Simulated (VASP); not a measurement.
# Mo (Im-3m) in VASP: relaxation of cell and atoms with PBE

Aim: the relaxation of cell and atoms of Mo with PBE.

Everything below comes from runs of VASP 6.6.1. Logs are shortened: lines on timing, memory, paths and dates and some standing lists are left out, and cuts for length are marked.

## (1) The cell of the first run

Symmetry: Im-3m, No. 229, cubic system. The conventional cell has a = 3.163 Å, b = 3.163 Å, c = 3.163 Å, α = 90.00°, β = 90.00°, γ = 90.00°. Within 3.6 Å of Mo (site symmetry m-3m) lie 14 Mo at 2.74 to 3.16 Å.

## (2) Relaxation of cell and atoms, PBE

File INCAR:

```
ALGO = Normal
EDIFF = 1E-6
EDIFFG = -0.005
ENCUT = 600
GGA = PE
IBRION = 2
ISIF = 3
ISMEAR = -1
LASPH = True
LCHARG = False
LREAL = False
LWAVE = False
NELM = 80
NSW = 60
PREC = Accurate
SIGMA = 0.1
```

File KPOINTS:

```
k-points
0
Gamma
  20 20 20
```

File POSCAR:

```
Mo
1.0
   -1.5813925127      1.5813925127      1.5813925127
    1.5813925127     -1.5813925127      1.5813925127
    1.5813925127      1.5813925127     -1.5813925127
Mo
1
Direct
    0.0000000000      0.0000000000      0.0000000000
```

Potentials or basis: VASP PAW PBE potentials, release 64 (Mo_sv).

Started as:

```bash
$ cat potpaw_PBE.64/Mo_sv/POTCAR > POTCAR
$ mpirun -np 1 vasp_std > vasp.out
```

OUTCAR:

```text
EDIFF = 1E-6
   EDIFFG = -0.005
   ENCUT = 600
   GGA = PE
   IBRION = 2
   ISIF = 3
   ISMEAR = -1
   LASPH = True
   LREAL = False
   NELM = 80
   NSW = 60
   PREC = Accurate

 ion  position               nearest neighbor table
   1  0.000  0.000  0.000-

  LATTYP: Found a body centered cubic cell.
 ALAT       =     3.1627850254

  Lattice vectors:

 A1 = (  -1.5813925127,   1.5813925127,   1.5813925127)
 A2 = (   1.5813925127,  -1.5813925127,   1.5813925127)
 A3 = (   1.5813925127,   1.5813925127,  -1.5813925127)

Analysis of symmetry for initial positions (statically):
=====================================================================
 Subroutine PRICEL returns:
 Original cell was already a primitive cell.

 Routine SETGRP: Setting up the symmetry group for a
 body centered cubic supercell.

 Subroutine GETGRP returns: Found 48 space group operations
 (whereof 48 operations were pure point group operations)
 out of a pool of 48 trial point group operations.

The static configuration has the point symmetry O_h .

Analysis of symmetry for dynamics (positions and initial velocities):
=====================================================================
 Subroutine PRICEL returns:
 Original cell was already a primitive cell.

 Routine SETGRP: Setting up the symmetry group for a
 body centered cubic supercell.

 Subroutine GETGRP returns: Found 48 space group operations
 (whereof 48 operations were pure point group operations)
 out of a pool of 48 trial point group operations.

The dynamic configuration has the point symmetry O_h .

 Subroutine INISYM returns: Found 48 space group operations
 (whereof 48 operations are pure point group operations),
 and found     1 'primitive' translations

----------------------------------------------------------------------------------------

                                     Primitive cell

  volume of cell :      15.8190

  direct lattice vectors                    reciprocal lattice vectors
    -1.581392513  1.581392513  1.581392513     0.000000000  0.316177038  0.316177038
     1.581392513 -1.581392513  1.581392513     0.316177038  0.000000000  0.316177038
     1.581392513  1.581392513 -1.581392513     0.316177038  0.316177038  0.000000000

  length of vectors
     2.739052179  2.739052179  2.739052179     0.447141855  0.447141855  0.447141855

  position of ions in fractional coordinates (direct lattice)
     0.000000000  0.000000000  0.000000000

  ion indices of the primitive-cell ions
   primitive index   ion index
                 1           1

----------------------------------------------------------------------------------------

 KPOINTS: k-points

Automatic generation of k-mesh.
 Grid dimensions read from file:
 generate k-points for:   20   20   20

 Generating k-lattice:

  Cartesian coordinates                     Fractional coordinates (reciprocal lattice)
     0.000000000  0.015808852  0.015808852     0.050000000  0.000000000  0.000000000
     0.015808852  0.000000000  0.015808852     0.000000000  0.050000000  0.000000000
     0.015808852  0.015808852  0.000000000     0.000000000  0.000000000  0.050000000

  Length of vectors
     0.022357093  0.022357093  0.022357093

  Shift w.r.t. Gamma in fractional coordinates (k-lattice)
     0.000000000  0.000000000  0.000000000

 Subroutine IBZKPT returns following result:
 ===========================================

 Found    256 irreducible k-points:

 Following reciprocal coordinates:
            Coordinates               Weight
  0.000000  0.000000  0.000000      1.000000
  0.050000  0.000000  0.000000     12.000000
  0.100000  0.000000  0.000000     12.000000
  0.150000  0.000000  0.000000     12.000000
  0.200000  0.000000  0.000000     12.000000
  0.250000  0.000000  0.000000     12.000000
[... 16 lines left out ...]
  0.200000  0.100000 -0.000000     48.000000
  0.250000  0.100000 -0.000000     48.000000
 [... further k-points ...]
   k-points           NKPTS =    256   k-points in BZ     NKDIM =    256   number of bands    NBANDS=     11
   number of dos      NEDOS =    301   number of ions     NIONS =      1
   total plane-waves  NPLWV =  13824
   dimension x,y,z NGX =    24 NGY =   24 NGZ =   24
   dimension x,y,z NGXF=    48 NGYF=   48 NGZF=   48
   ions per type =               1
   NGX,Y,Z   is equivalent  to a cutoff of  14.57, 14.57, 14.57 a.u.
   NGXF,Y,Z  is equivalent  to a cutoff of  29.13, 29.13, 29.13 a.u.
 SYSTEM =  unknown system
   PREC   = accura    normal or accurate (medium, high low for compatibility)
   ISTART =      0    job   : 0-new  1-cont  2-samecut
   ICHARG =      2    charge: 1-file 2-atom 10-const
   ISPIN  =      1    spin polarized calculation?
   LNONCOLLINEAR =      F non collinear calculations
   LSORBIT =      F    spin-orbit coupling
   LASPH  =      T    aspherical Exc in radial PAW
   ENCUT  =  600.0 eV  44.10 Ry    6.64 a.u.   5.47  5.47  5.47*2*pi/ulx,y,z
   NELM   =     80;   NELMIN=  2; NELMDL= -5     # of ELM steps
   EDIFF  = 0.1E-05   stopping-criterion for ELM
   LREAL  =      F    real-space projection
   EDIFFG = -.5E-02   stopping-criterion for IOM
   NSW    =     60    number of steps for IOM
   IBRION =      2    ionic relax: 0-MD 1-quasi-New 2-CG
   NFREE  =      1    steps in history (QN), initial steepest desc. (CG)
   ISIF   =      3    stress and relaxation
   ISYM   =      2    0-nonsym 1-usesym 2-fastsym
   POTIM  = 0.5000    time-step for ionic-motion
   TEBEG  =    0.0;   TEEND  =   0.0 temperature during run
   PSTRESS=    0.0 pullay stress
   NELECT =      14.0000    total number of electrons
   NUPDOWN=      -1.0000    fix difference up-down
   EMIN   =  10.00;   EMAX   =-10.00  energy-range for DOS
   EFERMI =   0.00;   METHOD = LEGACY
   ISMEAR =    -1;   SIGMA  =   0.10  broadening in eV -4-tet -1-fermi 0-gaus
   EFERMI_NEDOS =   21; number of points for ismear=-14 and -15
   IALGO  =     38    algorithm
   IMIX   =      4    mixing-type and parameters
     AMIX     =   0.40;   BMIX     =  1.00
     AMIX_MAG =   1.60;   BMIX_MAG =  1.00
  volume/ion in A,a.u.               =      15.82       106.75
  Fermi-wavevector in a.u.,A,eV,Ry     =   1.571778  2.970229 33.612998  2.470486
  Thomas-Fermi vector in A             =   2.673311
   LORBIT       =      0    0 simple, 1 ext, 2 COOP (PROOUT), +10 PAW based schemes
   GGA     = PE    functional components
   LHFCALC =     F    Hartree Fock is set to
   AEXX    =    0.0000 exact exchange contribution
   IVDW    =     0    specifies the selected vdW correction
   LEPSILON=     F    determine dielectric tensor
   LRPA    =     F    only Hartree local field effects (RPA)
 conjugate gradient relaxation of ions
 non-spin polarized calculation
  energy-cutoff  :      600.00
  volume of cell :       15.82
 maximum number of plane-waves:       543
 NGX is ok and might be reduce to    24
   NGX = 11   NGY = 11   NGZ = 11

 number of electron      14.0000002 magnetization

 Free energy of the ion-electron system (eV)
  ---------------------------------------------------
  ext. energy  EPLUGINS =         0.00000000
  ---------------------------------------------------
  free energy    TOTEN  =       -10.94731463 eV

  energy without entropy =      -10.92701950  energy(sigma->0) =      -10.93716707

 E-fermi :  12.4073     XC(G=0): -13.3234

 val. band max:       12.3976699528   @ k =  -0.2000   0.2000   0.1500
 cond. band min:      12.4255167894   @ k =  -0.2000   0.2000   0.1000
 fundamental gap:      0.0278468365
 Fermi energy:        12.4073182953

 k-point     1 :       0.0000    0.0000    0.0000
  band No.  band energies     occupation
      1     -48.8778      2.00000
      2     -22.1716      2.00000
      3     -22.1716      2.00000
      4     -22.1716      2.00000
      5       5.2067      2.00000
      6      11.0605      2.00000
      7      11.0605      2.00000
      8      11.0605      2.00000
      9      14.0423      0.00000
     10      14.0423      0.00000
     11      27.2166      0.00000

 k-point     2 :       0.0500    0.0000    0.0000
  band No.  band energies     occupation
      1     -48.8717      2.00000
      2     -22.2069      2.00000
      3     -22.1825      2.00000
      4     -22.1718      2.00000
      5       5.3167      2.00000
      6      10.9986      2.00000
      7      11.0510      2.00000
      8      11.1628      1.99999
      9      13.9493      0.00000
     10      14.0438      0.00000
     11      27.2996      0.00000

 k-point     3 :       0.1000    0.0000    0.0000
  band No.  band energies     occupation
      1     -48.8541      2.00000
      2     -22.3087      2.00000
      3     -22.2141      2.00000
      4     -22.1726      2.00000
      5       5.6338      2.00000
      6      10.8241      2.00000
      7      11.0107      2.00000
      8      11.4664      1.99984
      9      13.7308      0.00000
     10      14.0517      0.00000
     11      27.5076      0.00000

 k-point     4 :       0.1500    0.0000    0.0000
  band No.  band energies     occupation
      1     -48.8267      2.00000
      2     -22.4649      2.00000
      3     -22.2629      2.00000
      4     -22.1737      2.00000
      5       6.1166      2.00000
      6      10.5661      2.00000
      7      10.9204      2.00000
      8      11.9608      1.97726
      9      13.5250      0.00003
     10      14.0745      0.00000
     11      27.7018      0.00000
[... 239 lines left out ...]
 k-point    22 :       0.1500    0.1000    0.0000
  band No.  band energies     occupation
      1     -48.7780      2.00000
      2     -22.7215      2.00000
      3     -22.3214      2.00000
      4     -22.2159      2.00000
      5       6.9489      2.00000
      6      10.2822      2.00000
      7      10.4904      2.00000
      8      13.0625      0.00285
      9      13.2346      0.00051
     10      14.3139      0.00000
     11      28.1168      0.00000

 k-point    23 :       0.2000    0.1000   -0.0000
  band No.  band energies     occupation
      1     -48.7410      2.00000
      2     -22.9066      2.00000
      3     -22.3956      2.00000
      4     -22.2213      2.00000
      5       7.4518      2.00000
      6       9.9749      2.00000
      7      10.4688      2.00000
      8      13.2627      0.00039
      9      13.9408      0.00000
     10      14.4437      0.00000
     11      27.5046      0.00000

 k-point    24 :       0.2500    0.1000   -0.0000
  band No.  band energies     occupation
      1     -48.7037      2.00000
      2     -23.0871      2.00000
      3     -22.4720      2.00000
      4     -22.2250      2.00000
      5       7.7172      2.00000
      6       9.6924      2.00000
      7      10.7544      2.00000
      8      13.4346      0.00007
      9      14.5293      0.00000
     10      14.9500      0.00000
     11      26.6051      0.00000

 [... further k-points ...]

------------------------ aborting loop because EDIFF is reached ----------------------------------------

  FORCE on cell =-STRESS in cart. coord.  units (eV):
  Direction    XX          YY          ZZ          XY          YZ          ZX
  --------------------------------------------------------------------------------------
  -------------------------------------------------------------------------------------
  Total       -0.0007527     -0.0007527     -0.0007527      0.0000000      0.0000000      0.0000000
  in kB       -0.0762341     -0.0762341     -0.0762341      0.0000000      0.0000000      0.0000000
  external PRESSURE =      -0.0762341 kB  Pullay stress =       0.0000000 kB

 VOLUME and BASIS-vectors are now :
 -----------------------------------------------------------------------------
  energy-cutoff  :      600.00
  volume of cell :       15.82
      direct lattice vectors                 reciprocal lattice vectors
    -1.581392513  1.581392513  1.581392513     0.000000000  0.316177038  0.316177038
     1.581392513 -1.581392513  1.581392513     0.316177038  0.000000000  0.316177038
     1.581392513  1.581392513 -1.581392513     0.316177038  0.316177038  0.000000000

 POSITION                                       TOTAL-FORCE (eV/Angst)
 -----------------------------------------------------------------------------------
      0.00000      0.00000      0.00000         0.000000      0.000000      0.000000
 -----------------------------------------------------------------------------------
    total drift:                                0.000000      0.000000     -0.000000

  FREE ENERGIE OF THE ION-ELECTRON SYSTEM (eV)
  ---------------------------------------------------
  free  energy   TOTEN  =       -10.9473146300 eV

  energy  without entropy=      -10.9270195022  energy(sigma->0) =      -10.93716707

 reached required accuracy - stopping structural energy minimisation
```

Run time: 48 s. Hardware: 1 thread of Intel Xeon 8259CL, shared host; peak memory 0.18 GiB.

What came out:

* Free energy: -10.9473 eV
* Pressure after relaxing: 0.0 GPa
* Band gap on the k mesh: zero (bands 7 and 8 overlap by 5.25 eV)

Final structure:
```cif
data_structure
_symmetry_space_group_name_H-M 'P 1'
_symmetry_Int_Tables_number 1
_cell_length_a 2.7391
_cell_length_b 2.7391
_cell_length_c 2.7391
_cell_angle_alpha 109.471
_cell_angle_beta 109.471
_cell_angle_gamma 109.471
_cell_volume 15.82
loop_
_atom_site_label
_atom_site_type_symbol
_atom_site_fract_x
_atom_site_fract_y
_atom_site_fract_z
_atom_site_occupancy
Mo1 Mo 0.00000 0.00000 0.00000 1
```

The gap in the log of VASP goes by the Fermi energy; the results here count the filled bands.